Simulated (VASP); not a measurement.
Pt:

```
CELL_PARAMETERS angstrom
0.00000 1.94743 1.94743
1.94743 0.00000 1.94743
1.94743 1.94743 0.00000
ATOMIC_POSITIONS crystal
Pt 0.00000 0.00000 0.00000
```

Base run:

| Property | Result |
| --- | --- |
| Program | VASP 6.6.1 |
| Functional | LDA |
| Potentials or basis | VASP PAW LDA potentials, release 64 (Pt) |
| Cutoff | 520 eV |
| k mesh | 14 × 14 × 14 |
| Occupations | fermi-dirac, width 1 eV |
| Spin | no spin polarisation |

Its results: band gap on the k mesh zero (band 5 reaches 12.09 eV, above the bottom of band 6 at 9.74 eV); pressure 16.6 GPa.

After a change of settings the same cell gave: band gap on the k mesh zero (band 5 reaches 12.06 eV, above the bottom of band 6 at 9.75 eV); pressure 0.3 GPa. Which change was it?
A. occupations from fermi-dirac, width 1 eV to fermi-dirac, width 0.2 eV
B. occupations from fermi-dirac, width 1 eV to methfessel-paxton, width 0.2 eV
C. k mesh from 14 × 14 × 14 to 5 × 5 × 5; occupations from fermi-dirac, width 1 eV to fermi-dirac, width 0.1 eV

B.

Caveats: spin-orbit coupling is left out, which moves the levels of the heavy elements.
